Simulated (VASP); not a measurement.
Be, 2 atoms in the cell. The structure is hexagonal, space group P6_3/mmc (No. 194). Conventional cell: a = 2.287 Å, b = 2.287 Å, c = 3.583 Å, α = 90.00°, β = 90.00°, γ = 120.00°. Within 2.9 Å of Be (site symmetry -6m2) lie 12 Be at 2.23 to 2.29 Å. 

| Quantity | Value |
| --- | --- |
| Program | VASP 6.6.1 |
| Task | relaxation of cell and atoms |
| Functional | r2SCAN |
| Potentials or basis | VASP PAW PBE potentials, release 64 (Be) |
| Cutoff | 660 eV |
| k mesh | 19 × 19 × 11 |
| Occupations | fermi-dirac, width 0.05 eV |
| Spin | no spin polarisation |
| Dipole correction | no |
| Further INCAR settings | ALGO = Normal; EDIFF = 1e-07; IBRION = 2; EDIFFG = -0.01; NSW = 80; ISIF = 3 |

Potentials or basis: VASP PAW PBE potentials, release 64 (Be).

Command:

```sh
$ cat potpaw_PBE.64/Be/POTCAR > POTCAR
$ cp INCAR.step1 INCAR
$ mpirun -np 1 vasp_std > vasp.out
$ cp INCAR.step2 INCAR
$ mpirun -np 1 vasp_std > vasp.out
```

Hardware: 1 thread of Oxide Virtual Turin-like Processor, with other jobs on the host.

Question: Estimate the wall time of this run.

Answer: Wall time 3.7 min on 1 thread of Oxide Virtual Turin-like Processor, with other jobs on the host, peak memory 0.12 GiB. Counts: k points 240, ion steps 3.
